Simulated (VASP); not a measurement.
Wanted: the native input for a VASP 6.6.1 run.

* Task: single point
* Functional: PBE
* Potentials or basis: VASP PAW PBE potentials, release 64 (Mo_sv, Te)
* Cutoff: 520 eV
* k mesh: 4 × 4 × 4
* Occupations: fermi-dirac, width 0.086 eV
* Spin: no spin polarisation
* Dipole correction: no
* Further INCAR settings: ALGO = Normal; EDIFF = 1e-06; NBANDS = 20

The structure of Te2Mo lies in POSCAR:

```
Te2Mo
1.0
    1.7509539888      1.0109137567      7.0687660149
   -1.7509539888      1.0109137567      7.0687660149
    0.0000000000     -2.0218275135      7.0687660149
Mo Te
1 2
Direct
   -0.0143837214      0.0368152253     -0.0222589137
    0.2777096524      0.1788024275      0.2746650434
    0.7331064195      0.7935140605      0.7420725233
```

The input as run:

INCAR

```
SYSTEM = Te2Mo
ALGO     = Normal         ! electronic algorithm
EDIFF    = 1E-6           ! SCF threshold, eV
ENCUT    = 520            ! plane-wave cutoff, eV
GGA      = PE             ! functional
ISIF     = 2              ! what is computed and relaxed
ISMEAR   = -1             ! smearing method
LASPH    = .True.         ! aspherical terms in the spheres
LCHARG   = .False.        ! write CHGCAR
LREAL    = .False.        ! projectors in reciprocal space
LWAVE    = .False.        ! write WAVECAR
NBANDS   = 20             ! bands
NELM     = 100            ! most SCF steps
PREC     = Accurate       ! precision mode
SIGMA    = 0.086          ! smearing width, eV
```

KPOINTS

```
k-points
0
Gamma
  4 4 4
  0 0 0
```

Potentials or basis: VASP PAW PBE potentials, release 64 (Mo_sv, Te).

Launch:

```sh
$ cat potpaw_PBE.64/Mo_sv/POTCAR potpaw_PBE.64/Te/POTCAR > POTCAR
$ mpirun -np 1 vasp_std > vasp.out
```

Results of the run:

```
Pressure               : -0.2 GPa
Largest force          : 0.955 eV/Å
Band gap on the k mesh : 0.14 eV, direct
```

Caveat: the k points lie up to 0.52 Å⁻¹ apart; spin-orbit coupling is left out, which moves the levels of the heavy elements.

Run time: 99 s on 1 thread of AMD EPYC 9R45 96-Core Processor (Zen 5) (shared host), peak memory 0.39 GiB.
